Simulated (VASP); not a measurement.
# SrCuB5: single point with PBE

Crystal: SrCuB5.

```
Sr Cu B
1.0
     4.54140    0.00000    0.00000
    -2.27070    3.93297    0.00000
     0.00000    0.00000    5.71637
Sr Cu B
1 1 5
Direct
  0.66667 0.33333 0.69683
  0.00000 0.00000 0.15616
  0.46010 0.92021 0.23104
  0.07979 0.53990 0.23104
  0.46010 0.53990 0.23104
  0.33333 0.66667 0.48014
  0.66667 0.33333 0.20064
```

The cell was generated, and may not be a known phase.

```yaml
Program: VASP 6.6.1
Task: single point
Functional: PBE
Potentials_or_basis: VASP PAW PBE potentials, release 64 (Sr_sv, Cu, B)
Cutoff: 520 eV
k_mesh: 12 × 12 × 8
Occupations: gaussian, width 0.1 eV
Spin: no spin polarisation
```

The pressure is 0.2 GPa. The largest force is 0.014 eV/Å and the band gap on the k mesh is zero (bands 18 and 19 overlap by 1.20 eV).

Forces in eV/Å, atoms in the order of the input:
```
Sr   0.000  0.000  0.014
Cu   0.000  0.000 -0.002
B    0.000  0.003  0.000
B   -0.003 -0.002  0.000
B    0.003 -0.002  0.000
B    0.000  0.000 -0.002
B    0.000  0.000 -0.011
```

Levels at points of the mesh, in eV from the Fermi level:
```tsv
k point	band 14	band 15	band 16	band 17	band 18	band 19	band 20	band 21	band 22	band 23
(0.00, 0.00, 0.00)	-2.43	-2.20	-2.05	-2.05	0.60	0.60	1.55	2.67	3.57	3.57
(0.50, 0.00, 0.00)	-2.63	-1.88	-1.44	-0.79	-0.50	0.75	1.78	2.12	3.72	4.56
(0.00, 0.00, 0.50)	-2.41	-2.05	-2.05	-1.49	0.46	0.46	1.01	1.67	3.51	4.22
(0.50, 0.00, 0.50)	-2.51	-2.20	-1.32	-0.68	-0.09	0.87	1.04	2.80	3.44	5.04
```

It took 13 min on 1 thread of Intel(R) Xeon(R) Platinum 8259CL CPU @ 2.50GHz (Skylake/Cascade Lake), on a shared host, peak memory 0.5 GiB.
